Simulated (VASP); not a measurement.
Runs of VASP 6.6.1 on PbO. The structure is that of space group P4/nmm (No. 129), or close to it. The cells are those of the table. 

```tsv
task	level	spin	cell	k mesh	cutoff (eV)	grid for exact exchange (PRECFOCK)	share of exact exchange	screening parameter	gap on the mesh (eV)	pressure (GPa)	largest force (eV/Å)
single point	PBE-based screened hybrid with 15 % exact exchange	off	a = 3.990, b = 3.990, c = 5.010 Å, 4 atoms	4 × 4 × 3	520	Normal	0.15	0.20787 1/Å	1.54	0.7	0.35
single point	B3LYP	off	a = 3.990, b = 3.990, c = 5.010 Å, 4 atoms	4 × 4 × 3	520	Normal	0.2	-	2.36	(b)	0.24
relaxation of cell and atoms	r2SCAN	off	relaxed to 20 GPa from a = 3.990, b = 3.990, c = 5.010 Å, 4 atoms	7 × 7 × 6	660	-	-	-	1.30	20.0	-
single point	PBE-based screened hybrid with 35 % exact exchange	off	a = 3.990, b = 3.990, c = 5.010 Å, 4 atoms	4 × 4 × 3	520	Normal	0.35	0.20787 1/Å	2.09	-2.1	0.82
single point	HSE06	off	a = 3.990, b = 3.990, c = 5.010 Å, 4 atoms	4 × 4 × 3	520	Normal	0.25	0.2079 1/Å	1.81	-0.7	0.59
single point	PBE-based screened hybrid with 25 % exact exchange	off	a = 3.990, b = 3.990, c = 5.010 Å, 4 atoms	4 × 4 × 3	520	Normal	0.25	0.20787 1/Å	1.81	-0.7	0.59
single point	PBEsol-based screened hybrid with 25 % exact exchange	off	a = 3.990, b = 3.990, c = 5.010 Å, 4 atoms	4 × 4 × 3	520	Normal	0.25	0.207 1/Å	(a)	-3.4	0.79
single point	PBE	non-collinear, zero start, SOC	a = 4.016, b = 4.016, c = 5.043 Å, 4 atoms	7 × 7 × 6	600	-	-	-	-	1.2	0.20
```

Alike in all rows: potentials or basis VASP PAW PBE potentials, release 64 (Pb_d, O); smearing fermi-dirac 0.05 eV.

Task: Estimate the missing entries.

Result: (a) 1.75; (b) 3.1.

Caveats: the PAW data sets were made with another functional, which shifts forces and pressure a little (at least some runs); spin-orbit coupling is left out, which moves the levels of the heavy elements (at least some runs); the cell stands under pressure (at least some runs); the cell is relaxed towards a set pressure, so the run minimises the enthalpy, not the energy (at least some runs); the cell stands under tension (at least some runs).

A k mesh can miss the band edges, and rows without SOC leave out spin-orbit coupling on Pb.
